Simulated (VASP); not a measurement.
# MnS (Fm-3m) in VASP: single point with PBE+U

Aim: the single point of MnS with PBE+U.

Everything below comes from runs of VASP 6.6.1. Logs are shortened: lines on timing, memory, paths and dates and some standing lists are left out, and cuts for length are marked.

### Step 1. The cell of the first run

The structure is cubic, space group Fm-3m (No. 225). Conventional cell: a = 5.266 Å, b = 5.266 Å, c = 5.266 Å, α = 90.00°, β = 90.00°, γ = 90.00°. Within 3.5 Å of Mn (site symmetry m-3m) lie 6 S at 2.63 Å. Within 3.5 Å of S (site symmetry m-3m) lie 6 Mn at 2.63 Å.

### Step 2. Single point, PBE+U, collinear spin, ferromagnetic start (18.25 Å³/atom)

INCAR reads:

```
SYSTEM = MnS
PREC     = Accurate       ! precision mode
ENCUT    = 680            ! plane-wave cutoff, eV
EDIFF    = 1E-6           ! SCF threshold, eV
ISMEAR   = 0              ! smearing method
SIGMA    = 0.05           ! smearing width, eV
LREAL    = .FALSE.        ! projectors in reciprocal space
LASPH    = .TRUE.         ! aspherical terms in the spheres
NELM     = 200            ! most SCF steps
ALGO     = Normal         ! electronic algorithm
ISIF     = 2              ! what is computed and relaxed
LWAVE    = .FALSE.        ! write WAVECAR
LCHARG   = .TRUE.         ! write CHGCAR
ISPIN    = 2              ! spin polarisation
MAGMOM   = 4.98 0.12      ! initial moments
LORBIT   = 11             ! projections on sites
LMAXMIX  = 4              ! l up to which the mixer works
LDAU     = .TRUE.         ! DFT+U
LDAUTYPE = 2            
LDAUL    = 2 -1           ! shell
LDAUU    = 3.9 0          ! U, eV
LDAUJ    = 0 0          
LDAUPRINT= 1            
GGA      = PE             ! functional
LELF     = .TRUE.         ! ELF
LVHAR    = .TRUE.       
NBANDS   = 22             ! bands
GGA_COMPAT= .FALSE.
```

KPOINTS reads:

```
Automatic mesh
0
G
  8 8 8
  0 0 0
```

POSCAR reads:

```
MnS
1.0
    0.0000000000      2.6327938317      2.6327938317
    2.6327938317      0.0000000000      2.6327938317
    2.6327938317      2.6327938317      0.0000000000
Mn S
1 1
Direct
    0.0000000000      0.0000000000      0.0000000000
    0.5000000000      0.5000000000      0.5000000000
```

Potentials or basis: VASP PAW PBE potentials, release 64 (Mn_sv, S).

The run is started by

```bash
$ cat potpaw_PBE.64/Mn_sv/POTCAR potpaw_PBE.64/S/POTCAR > POTCAR
$ mpirun -np 1 vasp_std > vasp.out
```

OUTCAR:

```text
SYSTEM = MnS
   PREC = Accurate
   ENCUT = 680
   EDIFF = 1E-6
   ISMEAR = 0
   LREAL = .FALSE.
   LASPH = .TRUE.
   NELM = 200
   ISIF = 2
   ISPIN = 2
   LORBIT = 11
   GGA = PE

 ion  position               nearest neighbor table
   1  0.000  0.000  0.000-   2 2.63   2 2.63   2 2.63   2 2.63   2 2.63   2 2.63
   2  0.500  0.500  0.500-   1 2.63   1 2.63   1 2.63   1 2.63   1 2.63   1 2.63

  LATTYP: Found a face centered cubic cell.
 ALAT       =     5.2655876634

  Lattice vectors:

 A1 = (   0.0000000000,   2.6327938317,   2.6327938317)
 A2 = (   2.6327938317,   0.0000000000,   2.6327938317)
 A3 = (   2.6327938317,   2.6327938317,   0.0000000000)

Analysis of symmetry for initial positions (statically):
=====================================================================
 Subroutine PRICEL returns:
 Original cell was already a primitive cell.

 Routine SETGRP: Setting up the symmetry group for a
 face centered cubic supercell.

 Subroutine GETGRP returns: Found 48 space group operations
 (whereof 48 operations were pure point group operations)
 out of a pool of 48 trial point group operations.

The static configuration has the point symmetry O_h .

Analysis of symmetry for dynamics (positions and initial velocities):
=====================================================================
 Subroutine PRICEL returns:
 Original cell was already a primitive cell.

 Routine SETGRP: Setting up the symmetry group for a
 face centered cubic supercell.

 Subroutine GETGRP returns: Found 48 space group operations
 (whereof 48 operations were pure point group operations)
 out of a pool of 48 trial point group operations.

The dynamic configuration has the point symmetry O_h .

Analysis of structural, dynamic, and magnetic symmetry:
=====================================================================
 Subroutine PRICEL returns:
 Original cell was already a primitive cell.

 Routine SETGRP: Setting up the symmetry group for a
 face centered cubic supercell.

 Subroutine GETGRP returns: Found 48 space group operations
 (whereof 48 operations were pure point group operations)
 out of a pool of 48 trial point group operations.

The overall configuration has the point symmetry O_h .

 Subroutine INISYM returns: Found 48 space group operations
 (whereof 48 operations are pure point group operations),
 and found     1 'primitive' translations

----------------------------------------------------------------------------------------

                                     Primitive cell

  volume of cell :      36.4990

  direct lattice vectors                    reciprocal lattice vectors
     0.000000000  2.632793832  2.632793832    -0.189912326  0.189912326  0.189912326
     2.632793832  0.000000000  2.632793832     0.189912326 -0.189912326  0.189912326
     2.632793832  2.632793832  0.000000000     0.189912326  0.189912326 -0.189912326

  length of vectors
     3.723332744  3.723332744  3.723332744     0.328937797  0.328937797  0.328937797

  position of ions in fractional coordinates (direct lattice)
     0.000000000  0.000000000  0.000000000
     0.500000000  0.500000000  0.500000000

  ion indices of the primitive-cell ions
   primitive index   ion index
                 1           1
                 2           2

----------------------------------------------------------------------------------------

 KPOINTS: Automatic mesh

Automatic generation of k-mesh.
 Grid dimensions read from file:
 generate k-points for:    8    8    8

 Generating k-lattice:

  Cartesian coordinates                     Fractional coordinates (reciprocal lattice)
    -0.023739041  0.023739041  0.023739041     0.125000000  0.000000000  0.000000000
     0.023739041 -0.023739041  0.023739041     0.000000000  0.125000000  0.000000000
     0.023739041  0.023739041 -0.023739041     0.000000000  0.000000000  0.125000000

  Length of vectors
     0.041117225  0.041117225  0.041117225

  Shift w.r.t. Gamma in fractional coordinates (k-lattice)
     0.000000000  0.000000000  0.000000000

 Subroutine IBZKPT returns following result:
 ===========================================

 Found     29 irreducible k-points:

 Following reciprocal coordinates:
            Coordinates               Weight
  0.000000  0.000000  0.000000      1.000000
  0.125000  0.000000  0.000000      8.000000
  0.250000  0.000000  0.000000      8.000000
  0.375000  0.000000  0.000000      8.000000
  0.500000  0.000000  0.000000      4.000000
  0.125000  0.125000  0.000000      6.000000
[... 16 lines left out ...]
  0.500000  0.250000  0.125000     48.000000
 -0.375000  0.250000  0.125000     24.000000
 [... further k-points ...]
   k-points           NKPTS =     29   k-points in BZ     NKDIM =     29   number of bands    NBANDS=     22
   number of dos      NEDOS =    301   number of ions     NIONS =      2
   total plane-waves  NPLWV =  32768
   dimension x,y,z NGX =    32 NGY =   32 NGZ =   32
   dimension x,y,z NGXF=    64 NGYF=   64 NGZF=   64
   ions per type =               1   1
   NGX,Y,Z   is equivalent  to a cutoff of  14.29, 14.29, 14.29 a.u.
   NGXF,Y,Z  is equivalent  to a cutoff of  28.58, 28.58, 28.58 a.u.
 SYSTEM =  MnS
   PREC   = accura    normal or accurate (medium, high low for compatibility)
   ISTART =      0    job   : 0-new  1-cont  2-samecut
   ICHARG =      2    charge: 1-file 2-atom 10-const
   ISPIN  =      2    spin polarized calculation?
   LNONCOLLINEAR =      F non collinear calculations
   LSORBIT =      F    spin-orbit coupling
   LASPH  =      T    aspherical Exc in radial PAW
   ENCUT  =  680.0 eV  49.98 Ry    7.07 a.u.   7.92  7.92  7.92*2*pi/ulx,y,z
   NELM   =    200;   NELMIN=  2; NELMDL= -5     # of ELM steps
   EDIFF  = 0.1E-05   stopping-criterion for ELM
   LREAL  =      F    real-space projection
   EDIFFG = 0.1E-04   stopping-criterion for IOM
   NSW    =      0    number of steps for IOM
   IBRION =     -1    ionic relax: 0-MD 1-quasi-New 2-CG
   NFREE  =      0    steps in history (QN), initial steepest desc. (CG)
   ISIF   =      2    stress and relaxation
   ISYM   =      2    0-nonsym 1-usesym 2-fastsym
   POTIM  = 0.5000    time-step for ionic-motion
   TEBEG  =    0.0;   TEEND  =   0.0 temperature during run
   PSTRESS=    0.0 pullay stress
   NELECT =      21.0000    total number of electrons
   NUPDOWN=      -1.0000    fix difference up-down
   EMIN   =  10.00;   EMAX   =-10.00  energy-range for DOS
   EFERMI =   0.00;   METHOD = LEGACY
   ISMEAR =     0;   SIGMA  =   0.05  broadening in eV -4-tet -1-fermi 0-gaus
   EFERMI_NEDOS =   21; number of points for ismear=-14 and -15
   IALGO  =     38    algorithm
   IMIX   =      4    mixing-type and parameters
     AMIX     =   0.40;   BMIX     =  1.00
     AMIX_MAG =   1.60;   BMIX_MAG =  1.00
  volume/ion in A,a.u.               =      18.25       123.15
  Fermi-wavevector in a.u.,A,eV,Ry     =   1.361615  2.573080 25.225149  1.853996
  Thomas-Fermi vector in A             =   2.488176
   LORBIT       =     11    0 simple, 1 ext, 2 COOP (PROOUT), +10 PAW based schemes
 LDA+U is selected, type is set to LDAUTYPE =  2
   angular momentum for each species LDAUL =     2   -1
   U (eV)           for each species LDAUU =   3.9  0.0
   J (eV)           for each species LDAUJ =   0.0  0.0
   GGA     = PE    functional components
   LHFCALC =     F    Hartree Fock is set to
   AEXX    =    0.0000 exact exchange contribution
   IVDW    =     0    specifies the selected vdW correction
   LEPSILON=     F    determine dielectric tensor
   LRPA    =     F    only Hartree local field effects (RPA)
 spin polarized calculation
 Gauss-broadening in eV      SIGMA  =   0.05
  energy-cutoff  :      680.00
  volume of cell :       36.50
 maximum number of plane-waves:      1480
   NGX = 15   NGY = 15   NGZ = 15

atom =   1  type =  1  l = 2

 onsite density matrix

spin component  1

  0.9058  0.0000 -0.0000 -0.0000 -0.0000
  0.0000  0.9058 -0.0000 -0.0000 -0.0000
 -0.0000 -0.0000  0.9233  0.0000  0.0000
 -0.0000 -0.0000  0.0000  0.9058 -0.0000
 -0.0000 -0.0000  0.0000 -0.0000  0.9233

spin component  2

  0.0112  0.0000  0.0000  0.0000  0.0000
  0.0000  0.0112  0.0000 -0.0000 -0.0000
  0.0000  0.0000  0.0569 -0.0000 -0.0000
  0.0000 -0.0000 -0.0000  0.0112 -0.0000
  0.0000 -0.0000 -0.0000 -0.0000  0.0569

 occupancies and eigenvectors

  o =  0.0112  v =  0.0000  0.0000  0.0000  0.0000  0.0000  1.0000 -0.0019 -0.0000 -0.0054 -0.0000      0.0000  0.0000  0.0000  0.0000  0.0000  0.0000  0.0000  0.0000  0.0000  0.0000
  o =  0.0112  v =  0.0000  0.0000  0.0000  0.0000  0.0000 -0.0055 -0.0118 -0.0000 -0.9999 -0.0000      0.0000  0.0000  0.0000  0.0000  0.0000  0.0000  0.0000  0.0000  0.0000  0.0000
  o =  0.0112  v =  0.0000  0.0000  0.0000  0.0000  0.0000 -0.0018 -0.9999 -0.0000  0.0118 -0.0000      0.0000  0.0000  0.0000  0.0000  0.0000  0.0000  0.0000  0.0000  0.0000  0.0000
  o =  0.0569  v =  0.0000  0.0000  0.0000  0.0000  0.0000 -0.0000  0.0000 -0.0358  0.0000 -0.9994      0.0000  0.0000  0.0000  0.0000  0.0000  0.0000  0.0000  0.0000  0.0000  0.0000
  o =  0.0569  v =  0.0000  0.0000  0.0000  0.0000  0.0000  0.0000 -0.0000  0.9994 -0.0000 -0.0358      0.0000  0.0000  0.0000  0.0000  0.0000  0.0000  0.0000  0.0000  0.0000  0.0000
  o =  0.9058  v =  1.0000  0.0000  0.0000  0.0000  0.0000  0.0000  0.0000  0.0000  0.0000  0.0000      0.0000  0.0000  0.0000  0.0000  0.0000  0.0000  0.0000  0.0000  0.0000  0.0000
  o =  0.9058  v =  0.0000  0.8529 -0.0000  0.5220  0.0000  0.0000  0.0000  0.0000  0.0000  0.0000      0.0000  0.0000  0.0000  0.0000  0.0000  0.0000  0.0000  0.0000  0.0000  0.0000
  o =  0.9058  v =  0.0000  0.5220 -0.0000 -0.8529  0.0000  0.0000  0.0000  0.0000  0.0000  0.0000      0.0000  0.0000  0.0000  0.0000  0.0000  0.0000  0.0000  0.0000  0.0000  0.0000
  o =  0.9233  v =  0.0000 -0.0000 -0.9980  0.0000 -0.0635  0.0000  0.0000  0.0000  0.0000  0.0000      0.0000  0.0000  0.0000  0.0000  0.0000  0.0000  0.0000  0.0000  0.0000  0.0000
  o =  0.9233  v =  0.0000 -0.0000 -0.0635 -0.0000  0.9980  0.0000  0.0000  0.0000  0.0000  0.0000      0.0000  0.0000  0.0000  0.0000  0.0000  0.0000  0.0000  0.0000  0.0000  0.0000

 number of electron      20.9999989 magnetization       5.0000435

 Free energy of the ion-electron system (eV)
  ---------------------------------------------------
  ext. energy  EPLUGINS =         0.00000000
  ---------------------------------------------------
  free energy    TOTEN  =       -12.82680158 eV

  energy without entropy =      -12.82680158  energy(sigma->0) =      -12.82680158

 E-fermi :   7.3516     XC(G=0): -10.4711

 val. band max:        7.0764662879   @ k =   0.5000   0.0000   0.0000
 cond. band min:       7.6828441296   @ k =   0.5000   0.5000   0.0000
 fundamental gap:      0.6063778418
 Fermi energy:         7.3515520938

 spin component 1

 k-point     1 :       0.0000    0.0000    0.0000
  band No.  band energies     occupation
      1     -74.8056      1.00000
      2     -43.5515      1.00000
      3     -43.5515      1.00000
      4     -43.5515      1.00000
      5      -6.8568      1.00000
      6       2.4723      1.00000
[... 14 lines left out ...]
     21      19.1429      0.00000
     22      19.1429      0.00000
[... 1158 lines left out ...]
      2     -38.6474      1.00000
      3     -38.6429      1.00000
      4     -38.6413      1.00000
      5      -5.2493      1.00000
      6       1.8294      1.00000
[... 14 lines left out ...]
     21      23.2211      0.00000
     22      26.0544      0.00000

 [... further k-points ...]

------------------------ aborting loop because EDIFF is reached ----------------------------------------

  FORCE on cell =-STRESS in cart. coord.  units (eV):
  Direction    XX          YY          ZZ          XY          YZ          ZX
  --------------------------------------------------------------------------------------
  -------------------------------------------------------------------------------------
  Total        0.1815636      0.1815636      0.1815636     -0.0000000     -0.0000000      0.0000000
  in kB        7.9700087      7.9700087      7.9700087     -0.0000000     -0.0000000      0.0000000
  external PRESSURE =       7.9700087 kB  Pullay stress =       0.0000000 kB

 VOLUME and BASIS-vectors are now :
 -----------------------------------------------------------------------------
  energy-cutoff  :      680.00
  volume of cell :       36.50
      direct lattice vectors                 reciprocal lattice vectors
     0.000000000  2.632793832  2.632793832    -0.189912326  0.189912326  0.189912326
     2.632793832  0.000000000  2.632793832     0.189912326 -0.189912326  0.189912326
     2.632793832  2.632793832  0.000000000     0.189912326  0.189912326 -0.189912326

 POSITION                                       TOTAL-FORCE (eV/Angst)
 -----------------------------------------------------------------------------------
      0.00000      0.00000      0.00000        -0.000000     -0.000000      0.000000
      2.63279      2.63279      2.63279         0.000000      0.000000     -0.000000
 -----------------------------------------------------------------------------------
    total drift:                                0.000000     -0.000000     -0.000000

  FREE ENERGIE OF THE ION-ELECTRON SYSTEM (eV)
  ---------------------------------------------------
  free  energy   TOTEN  =       -12.8268015844 eV

  energy  without entropy=      -12.8268015844  energy(sigma->0) =      -12.82680158

 total charge

# of ion       s       p       d       tot
------------------------------------------
    1        2.123   6.007   4.689  12.819
    2        1.321   2.449   0.000   3.770
--------------------------------------------------
tot          3.444   8.456   4.689  16.589

 magnetization (x)

# of ion       s       p       d       tot
------------------------------------------
    1        0.033   0.019   4.400   4.453
    2        0.021   0.067   0.000   0.089
--------------------------------------------------
tot          0.055   0.086   4.400   4.541
```

Wall time 37 s (1 thread of Intel Xeon Platinum 8375C at 2.90GHz (Ice Lake), shared host); peak memory 0.23 GiB.

Results:

| Quantity | Value |
| --- | --- |
| Free energy | -12.8268 eV |
| Pressure | 0.8 GPa |
| Band gap on the k mesh | 0.61 eV (least direct gap 2.58 eV) |
| Net moment | 5.00 μB per cell |
| Site moments | Mn +4.45; S +0.09 μB |
| Valence electrons inside the program's atomic spheres | Mn 12.82; S 3.77 |

Eigenvalues of the final occupation matrices:
| site | spin | trace | eigenvalues |
| --- | --- | --- | --- |
| site 1 d | 1 | 4.56 | 0.91 0.91 0.91 0.92 0.92 |
| site 1 d | 2 | 0.15 | 0.01 0.01 0.01 0.06 0.06 |

Caveat: a cell with one magnetic atom can't hold antiferromagnetic order, which such compounds often take.
